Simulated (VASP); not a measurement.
# Zr (P6/mmm) in VASP: notebook

The runs below take Zr through single point, relaxation of cell and atoms, with PBE.

Program: VASP 6.6.1. These are calculated values, not measurements. Logs are shortened: lines on timing, memory, paths and dates and some standing lists are left out, and cuts for length are marked.

**1. The cell of the first run**

The structure is hexagonal, space group P6/mmm (No. 191). Conventional cell: a = 5.011 Å, b = 5.011 Å, c = 3.129 Å, α = 90.00°, β = 90.00°, γ = 120.00°. Within 4.1 Å of Zr (site symmetry 6/mmm) lie 14 Zr at 3.13 to 3.29 Å. Within 3.8 Å of Zr (site symmetry -6m2) lie 11 Zr at 2.89 to 3.29 Å.

This isn't the form of Zr at room conditions, which is hcp.

**2. Single point, PBE**

INCAR

```
  ALGO = Normal
  EDIFF = 1E-6
  ENCUT = 520
  GGA = PE
  ISIF = 2
  ISMEAR = -1
  LASPH = True
  LCHARG = False
  LREAL = False
  LWAVE = False
  NBANDS = 25
  NELM = 100
  PREC = Accurate
  SIGMA = 0.05
```

KPOINTS

```
k-points
0
Gamma
  7 7 10
```

POSCAR

```
Zr
1.0
    5.0112053441      0.0000000000      0.0000000000
   -2.5056026721      4.3398311315      0.0000000000
    0.0000000000      0.0000000000      3.1292289832
Zr
3
Direct
    0.0000000000      0.0000000000      0.0000000000
    0.3333333333      0.6666666667      0.5000000000
    0.6666666667      0.3333333333      0.5000000000
```

Potentials or basis: VASP PAW PBE potentials, release 64 (Zr_sv).

The run is started by

```console
$ cat potpaw_PBE.64/Zr_sv/POTCAR > POTCAR
$ mpirun -np 1 vasp_std > vasp.out
```

OUTCAR:

```text
EDIFF = 1E-6
   ENCUT = 520
   GGA = PE
   ISIF = 2
   ISMEAR = -1
   LASPH = True
   LREAL = False
   NELM = 100
   PREC = Accurate

 ion  position               nearest neighbor table
   1  0.000  0.000  0.000-   2 3.29   3 3.29   2 3.29   3 3.29   2 3.29   2 3.29   3 3.29   3 3.29
                             3 3.29   3 3.29   2 3.29   2 3.29
   2  0.333  0.667  0.500-   3 2.89   3 2.89   3 2.89   1 3.29   1 3.29   1 3.29   1 3.29   1 3.29
                             1 3.29
   3  0.667  0.333  0.500-   2 2.89   2 2.89   2 2.89   1 3.29   1 3.29   1 3.29   1 3.29   1 3.29
                             1 3.29

  LATTYP: Found a hexagonal cell.
 ALAT       =     5.0112053441
 C/A-ratio  =     0.6244463694

  Lattice vectors:

 A1 = (   5.0112053441,   0.0000000000,   0.0000000000)
 A2 = (  -2.5056026721,   4.3398311315,   0.0000000000)
 A3 = (   0.0000000000,   0.0000000000,   3.1292289832)

Analysis of symmetry for initial positions (statically):
=====================================================================
 Subroutine PRICEL returns:
 Original cell was already a primitive cell.

 Routine SETGRP: Setting up the symmetry group for a
 hexagonal supercell.

 Subroutine GETGRP returns: Found 24 space group operations
 (whereof 24 operations were pure point group operations)
 out of a pool of 24 trial point group operations.

The static configuration has the point symmetry D_6h.

Analysis of symmetry for dynamics (positions and initial velocities):
=====================================================================
 Subroutine PRICEL returns:
 Original cell was already a primitive cell.

 Routine SETGRP: Setting up the symmetry group for a
 hexagonal supercell.

 Subroutine GETGRP returns: Found 24 space group operations
 (whereof 24 operations were pure point group operations)
 out of a pool of 24 trial point group operations.

The dynamic configuration has the point symmetry D_6h.

 Subroutine INISYM returns: Found 24 space group operations
 (whereof 24 operations are pure point group operations),
 and found     1 'primitive' translations

----------------------------------------------------------------------------------------

                                     Primitive cell

  volume of cell :      68.0538

  direct lattice vectors                    reciprocal lattice vectors
     5.011205344  0.000000000  0.000000000     0.199552788  0.115211856  0.000000000
    -2.505602672  4.339831132  0.000000000     0.000000000  0.230423712  0.000000000
     0.000000000  0.000000000  3.129228983     0.000000000  0.000000000  0.319567537

  length of vectors
     5.011205344  5.011205344  3.129228983     0.230423712  0.230423712  0.319567537

  position of ions in fractional coordinates (direct lattice)
     0.000000000  0.000000000  0.000000000
     0.333333333  0.666666667  0.500000000
     0.666666667  0.333333333  0.500000000

  ion indices of the primitive-cell ions
   primitive index   ion index
                 1           1
                 2           2
                 3           3

----------------------------------------------------------------------------------------

 KPOINTS: k-points

Automatic generation of k-mesh.
 Grid dimensions read from file:
 generate k-points for:    7    7   10

 Generating k-lattice:

  Cartesian coordinates                     Fractional coordinates (reciprocal lattice)
     0.028507541  0.016458837  0.000000000     0.142857143  0.000000000  0.000000000
     0.000000000  0.032917673  0.000000000     0.000000000  0.142857143  0.000000000
     0.000000000  0.000000000  0.031956754     0.000000000  0.000000000  0.100000000

  Length of vectors
     0.032917673  0.032917673  0.031956754

  Shift w.r.t. Gamma in fractional coordinates (k-lattice)
     0.000000000  0.000000000  0.000000000

 Subroutine IBZKPT returns following result:
 ===========================================

 Found     48 irreducible k-points:

 Following reciprocal coordinates:
            Coordinates               Weight
  0.000000  0.000000  0.000000      1.000000
  0.142857 -0.000000  0.000000      6.000000
  0.285714  0.000000  0.000000      6.000000
  0.428571 -0.000000  0.000000      6.000000
  0.142857  0.142857  0.000000      6.000000
  0.285714  0.142857  0.000000     12.000000
[... 16 lines left out ...]
  0.428571  0.142857  0.200000     12.000000
  0.285714  0.285714  0.200000     12.000000
 [... further k-points ...]
   k-points           NKPTS =     48   k-points in BZ     NKDIM =     48   number of bands    NBANDS=     25
   number of dos      NEDOS =    301   number of ions     NIONS =      3
   total plane-waves  NPLWV =  38400
   dimension x,y,z NGX =    40 NGY =   40 NGZ =   24
   dimension x,y,z NGXF=    80 NGYF=   80 NGZF=   48
   ions per type =               3
   NGX,Y,Z   is equivalent  to a cutoff of  13.27, 13.27, 12.75 a.u.
   NGXF,Y,Z  is equivalent  to a cutoff of  26.54, 26.54, 25.50 a.u.
 SYSTEM =  unknown system
   PREC   = accura    normal or accurate (medium, high low for compatibility)
   ISTART =      0    job   : 0-new  1-cont  2-samecut
   ICHARG =      2    charge: 1-file 2-atom 10-const
   ISPIN  =      1    spin polarized calculation?
   LNONCOLLINEAR =      F non collinear calculations
   LSORBIT =      F    spin-orbit coupling
   LASPH  =      T    aspherical Exc in radial PAW
   ENCUT  =  520.0 eV  38.22 Ry    6.18 a.u.   9.32  9.32  5.82*2*pi/ulx,y,z
   NELM   =    100;   NELMIN=  2; NELMDL= -5     # of ELM steps
   EDIFF  = 0.1E-05   stopping-criterion for ELM
   LREAL  =      F    real-space projection
   EDIFFG = 0.1E-04   stopping-criterion for IOM
   NSW    =      0    number of steps for IOM
   IBRION =     -1    ionic relax: 0-MD 1-quasi-New 2-CG
   NFREE  =      0    steps in history (QN), initial steepest desc. (CG)
   ISIF   =      2    stress and relaxation
   ISYM   =      2    0-nonsym 1-usesym 2-fastsym
   POTIM  = 0.5000    time-step for ionic-motion
   TEBEG  =    0.0;   TEEND  =   0.0 temperature during run
   PSTRESS=    0.0 pullay stress
   NELECT =      36.0000    total number of electrons
   NUPDOWN=      -1.0000    fix difference up-down
   EMIN   =  10.00;   EMAX   =-10.00  energy-range for DOS
   EFERMI =   0.00;   METHOD = LEGACY
   ISMEAR =    -1;   SIGMA  =   0.05  broadening in eV -4-tet -1-fermi 0-gaus
   EFERMI_NEDOS =   21; number of points for ismear=-14 and -15
   IALGO  =     38    algorithm
   IMIX   =      4    mixing-type and parameters
     AMIX     =   0.40;   BMIX     =  1.00
     AMIX_MAG =   1.60;   BMIX_MAG =  1.00
  volume/ion in A,a.u.               =      22.68       153.08
  Fermi-wavevector in a.u.,A,eV,Ry     =   1.324011  2.502018 23.851077  1.753005
  Thomas-Fermi vector in A             =   2.453577
   LORBIT       =      0    0 simple, 1 ext, 2 COOP (PROOUT), +10 PAW based schemes
   GGA     = PE    functional components
   LHFCALC =     F    Hartree Fock is set to
   AEXX    =    0.0000 exact exchange contribution
   IVDW    =     0    specifies the selected vdW correction
   LEPSILON=     F    determine dielectric tensor
   LRPA    =     F    only Hartree local field effects (RPA)
 non-spin polarized calculation
  energy-cutoff  :      520.00
  volume of cell :       68.05
 maximum number of plane-waves:      1854
 NGX is ok and might be reduce to    40
   NGX = 19   NGY = 19   NGZ = 11

 number of electron      36.0000000 magnetization

 Free energy of the ion-electron system (eV)
  ---------------------------------------------------
  ext. energy  EPLUGINS =         0.00000000
  ---------------------------------------------------
  free energy    TOTEN  =       -25.56928500 eV

  energy without entropy =      -25.54841847  energy(sigma->0) =      -25.55885173

 E-fermi :   9.1679     XC(G=0): -11.1987

 val. band max:        9.1381165035   @ k =   0.2857   0.2857   0.0000
 cond. band min:       9.2098150855   @ k =   0.2857   0.2857   0.3000
 fundamental gap:      0.0716985821
 Fermi energy:         9.1678519001

 k-point     1 :       0.0000    0.0000    0.0000
  band No.  band energies     occupation
      1     -39.6730      2.00000
      2     -39.4089      2.00000
      3     -39.2059      2.00000
      4     -17.8311      2.00000
      5     -17.8311      2.00000
      6     -17.8183      2.00000
[... 17 lines left out ...]
     24      11.4214      0.00000
     25      11.4842      0.00000

 k-point     2 :       0.1429   -0.0000    0.0000
  band No.  band energies     occupation
      1     -39.6690      2.00000
      2     -39.4033      2.00000
      3     -39.2159      2.00000
      4     -17.9661      2.00000
      5     -17.9303      2.00000
      6     -17.6774      2.00000
[... 17 lines left out ...]
     24      11.0342      0.00000
     25      12.1291      0.00000

 k-point     3 :       0.2857    0.0000    0.0000
  band No.  band energies     occupation
      1     -39.6606      2.00000
      2     -39.3861      2.00000
      3     -39.2429      2.00000
      4     -18.0759      2.00000
      5     -17.9262      2.00000
      6     -17.5533      2.00000
[... 17 lines left out ...]
     24      11.6603      0.00000
     25      12.8342      0.00000

 k-point     4 :       0.4286   -0.0000    0.0000
  band No.  band energies     occupation
      1     -39.6542      2.00000
      2     -39.3624      2.00000
      3     -39.2739      2.00000
      4     -18.1359      2.00000
      5     -17.8164      2.00000
      6     -17.5951      2.00000
[... 17 lines left out ...]
     24      12.0256      0.00000
     25      12.5351      0.00000

 k-point     5 :       0.1429    0.1429    0.0000
  band No.  band energies     occupation
      1     -39.6629      2.00000
      2     -39.3916      2.00000
      3     -39.2346      2.00000
      4     -18.0144      2.00000
      5     -17.9807      2.00000
      6     -17.5954      2.00000
[... 17 lines left out ...]
     24      11.4606      0.00000
     25      12.7499      0.00000

 k-point     6 :       0.2857    0.1429    0.0000
  band No.  band energies     occupation
      1     -39.6557      2.00000
      2     -39.3684      2.00000
      3     -39.2661      2.00000
      4     -18.0711      2.00000
      5     -17.9244      2.00000
      6     -17.6052      2.00000
[... 17 lines left out ...]
     24      12.1499      0.00000
     25      12.3069      0.00000
[... 393 lines left out ...]
 k-point    21 :       0.1429    0.1429    0.2000
  band No.  band energies     occupation
      1     -39.6384      2.00000
      2     -39.3737      2.00000
      3     -39.2140      2.00000
      4     -17.9637      2.00000
      5     -17.9077      2.00000
      6     -17.6261      2.00000
[... 17 lines left out ...]
     24      11.3062      0.00000
     25      12.7601      0.00000

 k-point    22 :       0.2857    0.1429    0.2000
  band No.  band energies     occupation
      1     -39.6335      2.00000
      2     -39.3482      2.00000
      3     -39.2453      2.00000
      4     -18.0115      2.00000
      5     -17.8796      2.00000
      6     -17.6660      2.00000
[... 17 lines left out ...]
     24      11.9121      0.00000
     25      12.3473      0.00000

 k-point    23 :       0.4286    0.1429    0.2000
  band No.  band energies     occupation
      1     -39.6316      2.00000
      2     -39.3282      2.00000
      3     -39.2677      2.00000
      4     -18.0307      2.00000
      5     -17.7881      2.00000
      6     -17.7711      2.00000
[... 17 lines left out ...]
     24      12.1949      0.00000
     25      12.6283      0.00000

 k-point    24 :       0.2857    0.2857    0.2000
  band No.  band energies     occupation
      1     -39.6312      2.00000
      2     -39.3186      2.00000
      3     -39.2777      2.00000
      4     -17.9791      2.00000
      5     -17.8595      2.00000
      6     -17.7738      2.00000
[... 17 lines left out ...]
     24      12.3564      0.00000
     25      12.5820      0.00000

 [... further k-points ...]

------------------------ aborting loop because EDIFF is reached ----------------------------------------

  FORCE on cell =-STRESS in cart. coord.  units (eV):
  Direction    XX          YY          ZZ          XY          YZ          ZX
  --------------------------------------------------------------------------------------
  -------------------------------------------------------------------------------------
  Total        0.7808867      0.7808867      0.7705256     -0.0000000     -0.0000000      0.0000000
  in kB       18.3842631     18.3842631     18.1403352     -0.0000000     -0.0000000      0.0000000
  external PRESSURE =      18.3029538 kB  Pullay stress =       0.0000000 kB

 VOLUME and BASIS-vectors are now :
 -----------------------------------------------------------------------------
  energy-cutoff  :      520.00
  volume of cell :       68.05
      direct lattice vectors                 reciprocal lattice vectors
     5.011205344  0.000000000  0.000000000     0.199552788  0.115211856  0.000000000
    -2.505602672  4.339831132  0.000000000     0.000000000  0.230423712  0.000000000
     0.000000000  0.000000000  3.129228983     0.000000000  0.000000000  0.319567537

 POSITION                                       TOTAL-FORCE (eV/Angst)
 -----------------------------------------------------------------------------------
      0.00000      0.00000      0.00000         0.000000      0.000000      0.000000
     -0.00000      2.89322      1.56461         0.000000     -0.000000      0.000000
      2.50560      1.44661      1.56461        -0.000000     -0.000000      0.000000
 -----------------------------------------------------------------------------------
    total drift:                                0.000000      0.000000      0.000000

  FREE ENERGIE OF THE ION-ELECTRON SYSTEM (eV)
  ---------------------------------------------------
  free  energy   TOTEN  =       -25.5692849952 eV

  energy  without entropy=      -25.5484184650  energy(sigma->0) =      -25.55885173
```

Run time: 52 s. Hardware: 1 thread of Intel Xeon 6975P-C (Granite Rapids), shared host; peak memory 0.21 GiB.

What came out:

- Free energy: -25.5693 eV
- Pressure: 1.8 GPa
- Band gap on the k mesh: zero (bands 18 and 19 overlap by 0.48 eV)

Levels at points of the mesh, in eV from the Fermi level:
| k point | band 14 | band 15 | band 16 | band 17 | band 18 | band 19 | band 20 | band 21 | band 22 | band 23 |
| --- | --- | --- | --- | --- | --- | --- | --- | --- | --- | --- |
| (0.00, 0.00, 0.00) | -2.42 | -0.51 | -0.51 | -0.47 | -0.47 | -0.19 | 0.83 | 1.63 | 1.63 | 2.25 |
| (0.00, 0.00, 0.50) | -2.56 | -2.14 | -1.92 | -1.92 | -1.38 | 1.20 | 1.20 | 1.67 | 1.67 | 4.30 |

[end of part 1 of 2]
